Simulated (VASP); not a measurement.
# As2P3 (P-3m1) in VASP: further runs, part 2 of 3

VASP 6.6.1.

## (3) Single point, PBE

This run uses another cell than the first one, of 19.16 Å³/atom, 1.050 times its volume.

The input, INCAR:

```
SYSTEM = As2P3
  ALGO = Normal
  EDIFF = 1E-6
  ENCUT = 520
  GGA = PE
  ISIF = 2
  ISMEAR = 0
  LASPH = .TRUE.
  LCHARG = .FALSE.
  LREAL = .FALSE.
  LWAVE = .FALSE.
  NBANDS = 20
  NELM = 80
  PREC = Accurate
  SIGMA = 0.1
```

The input, KPOINTS:

```
k-points
0
G
  6 6 4
  0 0 0
```

The input, POSCAR:

```
As2P3
1.0
    4.2154601903      0.0000000000      0.0000000000
   -2.1077300952      3.6506956134      0.0000000000
    0.0000000000      0.0000000000      6.2264130397
P As
3 2
Direct
    0.0000000000      0.0000000000      0.0000000000
    0.3333333333      0.6666666667      0.6511662872
    0.6666666667      0.3333333333      0.3488337128
    0.3333333333      0.6666666667      0.2290924746
    0.6666666667      0.3333333333      0.7709075254
```

Potentials or basis: VASP PAW PBE potentials, release 64 (P, As).

Run with:

```bash
$ cat potpaw_PBE.64/P/POTCAR potpaw_PBE.64/As/POTCAR > POTCAR
$ mpirun -np 1 vasp_std > vasp.out
```

OUTCAR:

```text
SYSTEM = As2P3
   EDIFF = 1E-6
   ENCUT = 520
   GGA = PE
   ISIF = 2
   ISMEAR = 0
   LASPH = .TRUE.
   LREAL = .FALSE.
   NELM = 80
   PREC = Accurate

 ion  position               nearest neighbor table
   1  0.000  0.000  0.000-   4 2.82   5 2.82   4 2.82   5 2.82   5 2.82   4 2.82
   2  0.333  0.667  0.651-   5 2.55   5 2.55   5 2.55   4 2.63
   3  0.667  0.333  0.349-   4 2.55   4 2.55   4 2.55   5 2.63
   4  0.333  0.667  0.229-   3 2.55   3 2.55   3 2.55   2 2.63   1 2.82   1 2.82   1 2.82
   5  0.667  0.333  0.771-   2 2.55   2 2.55   2 2.55   3 2.63   1 2.82   1 2.82   1 2.82

  LATTYP: Found a hexagonal cell.
 ALAT       =     4.2154601903
 C/A-ratio  =     1.4770423059

  Lattice vectors:

 A1 = (   4.2154601903,   0.0000000000,   0.0000000000)
 A2 = (  -2.1077300952,   3.6506956134,   0.0000000000)
 A3 = (   0.0000000000,   0.0000000000,   6.2264130397)

Analysis of symmetry for initial positions (statically):
=====================================================================
 Subroutine PRICEL returns:
 Original cell was already a primitive cell.

 Routine SETGRP: Setting up the symmetry group for a
 hexagonal supercell.

 Subroutine GETGRP returns: Found 12 space group operations
 (whereof 12 operations were pure point group operations)
 out of a pool of 24 trial point group operations.

The static configuration has the point symmetry D_3d.

Analysis of symmetry for dynamics (positions and initial velocities):
=====================================================================
 Subroutine PRICEL returns:
 Original cell was already a primitive cell.

 Routine SETGRP: Setting up the symmetry group for a
 hexagonal supercell.

 Subroutine GETGRP returns: Found 12 space group operations
 (whereof 12 operations were pure point group operations)
 out of a pool of 24 trial point group operations.

The dynamic configuration has the point symmetry D_3d.

 Subroutine INISYM returns: Found 12 space group operations
 (whereof 12 operations are pure point group operations),
 and found     1 'primitive' translations

----------------------------------------------------------------------------------------

                                     Primitive cell

  volume of cell :      95.8205

  direct lattice vectors                    reciprocal lattice vectors
     4.215460190  0.000000000  0.000000000     0.237222024  0.136960200  0.000000000
    -2.107730095  3.650695613  0.000000000     0.000000000  0.273920399  0.000000000
     0.000000000  0.000000000  6.226413040     0.000000000  0.000000000  0.160606114

  length of vectors
     4.215460190  4.215460190  6.226413040     0.273920399  0.273920399  0.160606114

  position of ions in fractional coordinates (direct lattice)
     0.000000000  0.000000000  0.000000000
     0.333333333  0.666666667  0.651166287
     0.666666667  0.333333333  0.348833713
     0.333333333  0.666666667  0.229092475
     0.666666667  0.333333333  0.770907525

  ion indices of the primitive-cell ions
   primitive index   ion index
                 1           1
                 2           2
                 3           3
[... 23 lines left out ...]

 Subroutine IBZKPT returns following result:
 ===========================================

 Found     24 irreducible k-points:

 Following reciprocal coordinates:
            Coordinates               Weight
  0.000000  0.000000  0.000000      1.000000
  0.166667  0.000000  0.000000      6.000000
  0.333333  0.000000  0.000000      6.000000
  0.500000 -0.000000  0.000000      3.000000
  0.166667  0.166667  0.000000      6.000000
  0.333333  0.166667  0.000000     12.000000
[... 16 lines left out ...]
  0.333333  0.166667  0.500000     12.000000
  0.333333  0.333333  0.500000      2.000000
   k-points           NKPTS =     24   k-points in BZ     NKDIM =     24   number of bands    NBANDS=     20
   number of dos      NEDOS =    301   number of ions     NIONS =      5
   total plane-waves  NPLWV =  49152
   dimension x,y,z NGX =    32 NGY =   32 NGZ =   48
   dimension x,y,z NGXF=    64 NGYF=   64 NGZF=   96
   ions per type =               3   2
   NGX,Y,Z   is equivalent  to a cutoff of  12.62, 12.62, 12.82 a.u.
   NGXF,Y,Z  is equivalent  to a cutoff of  25.24, 25.24, 25.63 a.u.
 SYSTEM =  As2P3
   PREC   = accura    normal or accurate (medium, high low for compatibility)
   ISTART =      0    job   : 0-new  1-cont  2-samecut
   ICHARG =      2    charge: 1-file 2-atom 10-const
   ISPIN  =      1    spin polarized calculation?
   LNONCOLLINEAR =      F non collinear calculations
   LSORBIT =      F    spin-orbit coupling
   LASPH  =      T    aspherical Exc in radial PAW
   ENCUT  =  520.0 eV  38.22 Ry    6.18 a.u.   7.84  7.84 11.58*2*pi/ulx,y,z
   NELM   =     80;   NELMIN=  2; NELMDL= -5     # of ELM steps
   EDIFF  = 0.1E-05   stopping-criterion for ELM
   LREAL  =      F    real-space projection
   EDIFFG = 0.1E-04   stopping-criterion for IOM
   NSW    =      0    number of steps for IOM
   IBRION =     -1    ionic relax: 0-MD 1-quasi-New 2-CG
   NFREE  =      0    steps in history (QN), initial steepest desc. (CG)
   ISIF   =      2    stress and relaxation
   ISYM   =      2    0-nonsym 1-usesym 2-fastsym
   POTIM  = 0.5000    time-step for ionic-motion
   TEBEG  =    0.0;   TEEND  =   0.0 temperature during run
   PSTRESS=    0.0 pullay stress
   NELECT =      25.0000    total number of electrons
   NUPDOWN=      -1.0000    fix difference up-down
   EMIN   =  10.00;   EMAX   =-10.00  energy-range for DOS
   EFERMI =   0.00;   METHOD = LEGACY
   ISMEAR =     0;   SIGMA  =   0.10  broadening in eV -4-tet -1-fermi 0-gaus
   EFERMI_NEDOS =   21; number of points for ismear=-14 and -15
   IALGO  =     38    algorithm
   IMIX   =      4    mixing-type and parameters
     AMIX     =   0.40;   BMIX     =  1.00
     AMIX_MAG =   1.60;   BMIX_MAG =  1.00
  volume/ion in A,a.u.               =      19.16       129.33
  Fermi-wavevector in a.u.,A,eV,Ry     =   1.046089  1.976822 14.888886  1.094302
  Thomas-Fermi vector in A             =   2.180912
   LORBIT       =      0    0 simple, 1 ext, 2 COOP (PROOUT), +10 PAW based schemes
   GGA     = PE    functional components
   LHFCALC =     F    Hartree Fock is set to
   AEXX    =    0.0000 exact exchange contribution
   IVDW    =     0    specifies the selected vdW correction
   LEPSILON=     F    determine dielectric tensor
   LRPA    =     F    only Hartree local field effects (RPA)
 non-spin polarized calculation
 Gauss-broadening in eV      SIGMA  =   0.10
  energy-cutoff  :      520.00
  volume of cell :       95.82
 maximum number of plane-waves:      2613
 NGX is ok and might be reduce to    32
   NGX = 15   NGY = 15   NGZ = 23

 number of electron      24.9999996 magnetization

 Free energy of the ion-electron system (eV)
  ---------------------------------------------------
  ext. energy  EPLUGINS =         0.00000000
  ---------------------------------------------------
  free energy    TOTEN  =       -22.46364800 eV

  energy without entropy =      -22.44875238  energy(sigma->0) =      -22.45620019

 E-fermi :   6.3881     XC(G=0): -10.2390

 val. band max:        6.3543402031   @ k =   0.1667   0.1667   0.0000
 cond. band min:       6.4108624091   @ k =   0.1667   0.1667   0.0000
 fundamental gap:      0.0565222060
 Fermi energy:         6.3881203502

 k-point     1 :       0.0000    0.0000    0.0000
  band No.  band energies     occupation
      1      -8.6131      2.00000
      2      -6.1482      2.00000
      3      -4.1311      2.00000
      4      -0.8927      2.00000
      5       0.9209      2.00000
      6       2.0736      2.00000
[... 541 lines left out ...]
     19      11.3859      0.00000
     20      11.3859      0.00000

------------------------ aborting loop because EDIFF is reached ----------------------------------------

  FORCE on cell =-STRESS in cart. coord.  units (eV):
  Direction    XX          YY          ZZ          XY          YZ          ZX
  --------------------------------------------------------------------------------------
  -------------------------------------------------------------------------------------
  Total        0.0568731      0.0568731     -0.1475061     -0.0000000     -0.0000000      0.0000000
  in kB        0.9509525      0.9509525     -2.4663921     -0.0000000     -0.0000000      0.0000000
  external PRESSURE =      -0.1881624 kB  Pullay stress =       0.0000000 kB

 VOLUME and BASIS-vectors are now :
 -----------------------------------------------------------------------------
  energy-cutoff  :      520.00
  volume of cell :       95.82
      direct lattice vectors                 reciprocal lattice vectors
     4.215460190  0.000000000  0.000000000     0.237222024  0.136960200  0.000000000
    -2.107730095  3.650695613  0.000000000     0.000000000  0.273920399  0.000000000
     0.000000000  0.000000000  6.226413040     0.000000000  0.000000000  0.160606114

 POSITION                                       TOTAL-FORCE (eV/Angst)
 -----------------------------------------------------------------------------------
      0.00000      0.00000      0.00000        -0.000000      0.000000      0.000000
     -0.00000      2.43380      4.05443         0.000000      0.000000      0.011570
      2.10773      1.21690      2.17198        -0.000000     -0.000000     -0.011570
     -0.00000      2.43380      1.42642        -0.000000      0.000000     -0.044757
      2.10773      1.21690      4.79999         0.000000     -0.000000      0.044757
 -----------------------------------------------------------------------------------
    total drift:                               -0.000000      0.000000     -0.000000

  FREE ENERGIE OF THE ION-ELECTRON SYSTEM (eV)
  ---------------------------------------------------
  free  energy   TOTEN  =       -22.4636480045 eV

  energy  without entropy=      -22.4487523768  energy(sigma->0) =      -22.45620019
```

OSZICAR:

```text
N       E                     dE             d eps       ncg     rms          rms(c)
DAV:   1     0.806953951442E+02    0.80695E+02   -0.10068E+04   960   0.103E+03
DAV:   2    -0.166156839366E+02   -0.97311E+02   -0.94324E+02  1288   0.162E+02
DAV:   3    -0.224597888271E+02   -0.58441E+01   -0.57298E+01  1224   0.380E+01
DAV:   4    -0.225517135816E+02   -0.91925E-01   -0.91548E-01  1160   0.525E+00
DAV:   5    -0.225530356212E+02   -0.13220E-02   -0.13216E-02  1148   0.618E-01    0.676E+00
DAV:   6    -0.224768245989E+02    0.76211E-01   -0.17682E-01  1084   0.182E+00    0.414E+00
DAV:   7    -0.224680799456E+02    0.87447E-02   -0.88004E-02  1092   0.145E+00    0.998E-01
DAV:   8    -0.224634205567E+02    0.46594E-02   -0.25567E-02  1048   0.849E-01    0.172E-01
DAV:   9    -0.224635298442E+02   -0.10929E-03   -0.28336E-03  1072   0.277E-01    0.966E-02
DAV:  10    -0.224635987279E+02   -0.68884E-04   -0.33614E-04  1132   0.986E-02    0.533E-02
DAV:  11    -0.224636390452E+02   -0.40317E-04   -0.10253E-04  1020   0.550E-02    0.183E-02
DAV:  12    -0.224636465167E+02   -0.74716E-05   -0.12735E-05  1148   0.196E-02    0.852E-03
DAV:  13    -0.224636477922E+02   -0.12755E-05   -0.23139E-06   844   0.787E-03    0.381E-03
DAV:  14    -0.224636480045E+02   -0.21228E-06   -0.58519E-07   576   0.403E-03
   1 F= -.22463648E+02 E0= -.22456200E+02  d E =-.148956E-01
```

Wall time 16 s (1 thread of Intel Xeon 6975P-C (Granite Rapids), shared host); peak memory 0.22 GiB.

What came out:

```
Free energy   : -22.4636 eV
Pressure      : 0.0 GPa
Largest force : 0.045 eV/Å
```

Forces in eV/Å, atoms in the order of the input:
```
P    0.000  0.000  0.000
P    0.000  0.000  0.012
P    0.000  0.000 -0.012
As   0.000  0.000 -0.045
As   0.000  0.000  0.045
```

Stress tensor (GPa, compression positive):
```
 0.10  0.00  0.00
 0.00  0.10  0.00
 0.00  0.00 -0.25
```

## (4) Single point, PBE

This run uses another cell than the first one, of 20.92 Å³/atom, 1.147 times its volume.

The input, INCAR:

```
PREC = Accurate
ENCUT = 520
EDIFF = 1E-6
ISMEAR = 0
SIGMA = 0.1
LREAL = False
LASPH = True
NELM = 60
ALGO = Normal
ISIF = 2
LWAVE = False
LCHARG = True
GGA = PE
LELF = True
LVHAR = True
NBANDS = 20
```

The input, KPOINTS:

```
Automatic mesh
0
Gamma
  6 6 4
```

The input, POSCAR:

```
As2P3
1.0
    4.1619424136      0.0000000000      0.0000000000
   -2.0809712068      3.6043478593      0.0000000000
    0.0000000000      0.0000000000      6.9730801859
P As
3 2
Direct
    0.0000000000      0.0000000000      0.0000000000
    0.3333333333      0.6666666667      0.4910460175
    0.6666666667      0.3333333333      0.5089539825
    0.3333333333      0.6666666667      0.1527068316
    0.6666666667      0.3333333333      0.8472931684
```

Run with:

```bash
$ cat potpaw_PBE.64/P/POTCAR potpaw_PBE.64/As/POTCAR > POTCAR
$ mpirun -np 1 vasp_std > vasp.out
```

It took 18 s on 1 thread of Intel Xeon 6975P-C (Granite Rapids), shared host; peak memory 0.23 GiB.

The run converged. Its results:

- Free energy: -23.6832 eV
- Pressure: 0.0 GPa
- Largest force: 0.019 eV/Å

Forces on the atoms (eV/Å):
```
P    0.000  0.000  0.000
P    0.000  0.000  0.019
P    0.000  0.000 -0.019
As   0.000  0.000 -0.009
As   0.000  0.000  0.009
```

Stress tensor (GPa, compression positive):
```
-0.03  0.00  0.00
 0.00 -0.03  0.00
 0.00  0.00  0.10
```

Levels at points of the mesh, in eV from the Fermi level:
```csv
k point,band 9,band 10,band 11,band 12,band 13,band 14,band 15,band 16,band 17,band 18
"(0.00, 0.00, 0.00)",-3.23,-3.23,-1.90,-1.33,-1.33,-0.48,0.58,0.58,2.44,2.44
"(0.50, 0.00, 0.00)",-4.02,-2.68,-1.92,-0.65,0.51,1.32,2.56,2.74,4.11,4.37
"(0.00, 0.00, 0.50)",-3.02,-3.02,-1.88,-1.88,-1.34,-0.20,0.77,0.77,2.85,3.12
"(0.50, 0.00, 0.50)",-4.26,-2.81,-1.64,-1.32,0.22,0.72,2.86,3.38,4.50,4.63
```

## (5) Relaxation of cell and atoms, PBE

This run uses another cell than the first one, of 17.92 Å³/atom, 0.982 times its volume.

The input, INCAR:

```
SYSTEM = As2P3
  PREC = Accurate
  ENCUT = 600
  EDIFF = 1E-7
  ISMEAR = 0
  SIGMA = 0.1
  LREAL = .False.
  LASPH = .True.
  NELM = 100
  ALGO = Normal
  ISIF = 3
  LWAVE = .False.
  LCHARG = .False.
  GGA = PE
  IBRION = 2
  NSW = 90
  EDIFFG = -0.04
```

The input, KPOINTS:

```
Automatic mesh
0
Gamma
  6 6 4
  0 0 0
```

The input, POSCAR:

```
As2P3
1.0
    4.4084203751      0.0000000000      0.0000000000
   -2.2042101875      3.8178040353      0.0000000000
    0.0000000000      0.0000000000      5.3227610578
P As
3 2
Direct
    0.0000000000      0.0000000000      0.0000000000
    0.3333333333      0.6666666667      0.6250000000
    0.6666666667      0.3333333333      0.3750000000
    0.3333333333      0.6666666667      0.1380000000
    0.6666666667      0.3333333333      0.8620000000
```

Run with:

```bash
$ cat potpaw_PBE.64/P/POTCAR potpaw_PBE.64/As/POTCAR > POTCAR
$ mpirun -np 1 vasp_std > vasp.out
```

Wall time 7.2 min (1 thread of Intel Xeon 6975P-C (Granite Rapids), shared host); peak memory 0.27 GiB.

It converged, with:

```yaml
Free_energy: -23.6811 eV
Relaxed_volume: 20.86 Å³/atom
Relaxed_cell: a = 4.157 Å, b = 4.157 Å, c = 6.970 Å, α = 90.00°, β = 90.00°, γ = 120.00°
Space_group_after_relaxing_to_0.05_Å: P-3m1 (No. 164)
Energy_gained_by_relaxing: 389.9 meV/atom
Ionic_steps: 39
Pressure_after_relaxing: 0.2 GPa
Largest_force_after_relaxing: 0.039 eV/Å
```

Forces in eV/Å, atoms in the order of the input:
```
P    0.000  0.000  0.000
P    0.000  0.000  0.014
P    0.000  0.000 -0.014
As   0.000  0.000 -0.039
As   0.000  0.000  0.039
```

Stress tensor (GPa, compression positive):
```
0.13 0.00 0.00
0.00 0.13 0.00
0.00 0.00 0.26
```

The path:
```csv
step,energy change (eV),largest force (eV/Å),pressure (GPa),volume (Å³)
1,0.0000,1.0130,2.55,89.58
2,-0.2278,1.1155,-0.75,93.33
3,-0.4151,1.0834,-4.03,98.80
4,-0.3291,0.5073,-6.39,110.31
5,-0.4627,0.8792,-5.22,102.60
6,-0.5813,0.5933,-3.89,101.63
7,-0.6603,0.9225,-1.58,100.28
8,-0.8032,0.9138,-0.58,98.57
9,-1.1528,0.7530,2.80,93.21
10,-0.7616,0.7274,17.12,81.60
11,-1.2569,0.6057,5.91,89.92
12,-1.3975,0.3305,4.22,91.57
13,-1.4712,0.3652,2.08,94.12
14,-1.4984,0.3670,0.98,95.62
15,-1.5183,0.4922,-1.20,99.01
16,-1.5397,0.4495,-0.89,99.17
17,-1.5502,0.4705,-0.45,99.35
18,-1.5831,0.4697,0.36,98.78
19,-1.6686,0.5491,2.92,97.11
20,-1.6773,0.6203,8.57,93.82
21,-1.7172,0.5710,5.05,95.79
22,-1.7225,0.5781,6.56,94.91
23,-1.7279,0.5692,6.60,94.96
24,-1.7420,0.5436,6.71,95.10
25,-1.7582,0.4962,6.93,95.38
26,-1.7796,0.4553,6.46,95.85
27,-1.8354,0.3397,5.13,97.29
28,-1.9105,0.1360,2.71,100.20
29,-1.9319,0.3254,-1.24,106.19
30,-1.9424,0.2241,0.03,104.05
31,-1.9424,0.2151,0.15,103.87
32,-1.9444,0.1868,0.10,104.01
33,-1.9481,0.0992,-0.04,104.42
34,-1.9447,0.1994,-0.26,105.23
35,-1.9486,0.0761,-0.11,104.63
36,-1.9489,0.0707,-0.07,104.58
37,-1.9495,0.0542,0.06,104.43
38,-1.9494,0.0477,0.32,104.12
39,-1.9497,0.0394,0.18,104.29
```

Final structure:
```xyz
5
Lattice="4.1568 0.0000 0.0000 -2.0784 3.5999 0.0000 0.0000 0.0000 6.9695" Properties=species:S:1:pos:R:3 pbc="T T T"
P     0.0000    0.0000    0.0000
P     0.0000    2.3999    3.4255
P     2.0784    1.2000    3.5440
As    0.0000    2.3999    1.0686
As    2.0784    1.2000    5.9009
```

Levels at points of the mesh, in eV from the Fermi level:
```
           k point  band 9  band 10  band 11  band 12  band 13  band 14  band 15  band 16
(0.00, 0.00, 0.00)   -3.22    -3.22    -1.89    -1.32    -1.32    -0.47     0.57     0.57
(0.50, 0.00, 0.00)   -4.02    -2.69    -1.94    -0.66     0.51     1.32     2.56     2.74
(0.00, 0.00, 0.50)   -3.02    -3.02    -1.87    -1.87    -1.35    -0.17     0.76     0.76
(0.50, 0.00, 0.50)   -4.27    -2.82    -1.66    -1.32     0.22     0.73     2.86     3.38
```

Caveat: the volume moved by over 15 % at a fixed basis, so the end points are rough.

(Part 2 of 3 ends here.)
